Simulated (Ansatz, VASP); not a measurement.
Sb5O in VASP and in Ansatz

```
Sb O
1.0
     5.57374    0.00000    0.00000
     0.00000    5.57374    0.00000
     0.00000    0.00000    8.73721
Sb O
5 1
Cartesian
  0.0000 2.7869 4.3686
  2.7869 0.0000 4.3686
  0.0000 0.0000 7.4104
  0.0000 0.0000 1.3268
  0.0000 0.0000 4.3686
  2.7869 2.7869 0.0000
```

Alike in both runs: functional PBE; k mesh 4 × 4 × 2; occupations gaussian, width 0.1 eV; no spin polarisation.

Ansatz relaxed the structure, and its values are those at the end. VASP's run is a single point on that final structure, the one shown.

```csv
,VASP,Ansatz
version,VASP 6.6.1,Ansatz 0.2.0
potentials or method,"VASP PAW PBE potentials, release 64 (Sb, O), cutoff 520 eV","scalar-relativistic, plane waves, PAW"
valence electrons in the cell,31,81
```

|  | VASP | Ansatz | Ansatz less VASP |
| --- | --- | --- | --- |
| gap on the k mesh at the Fermi level (eV) | none | none | - |
| pressure (GPa) | 0.0 | 0.0 | -0.03 |
| rms of the force components (eV/Å) | 0.003 | 0.001 | -0.0021 |

A gap of «none» marks a metal or a gap that the smearing closes. The functional is the same, so the differences come from potentials, cutoffs and numerics. VASP's potentials hold 31 valence electrons a cell and Ansatz's 81, so a difference there can come from the potentials and not from the codes.

Neither program's run includes spin-orbit coupling.
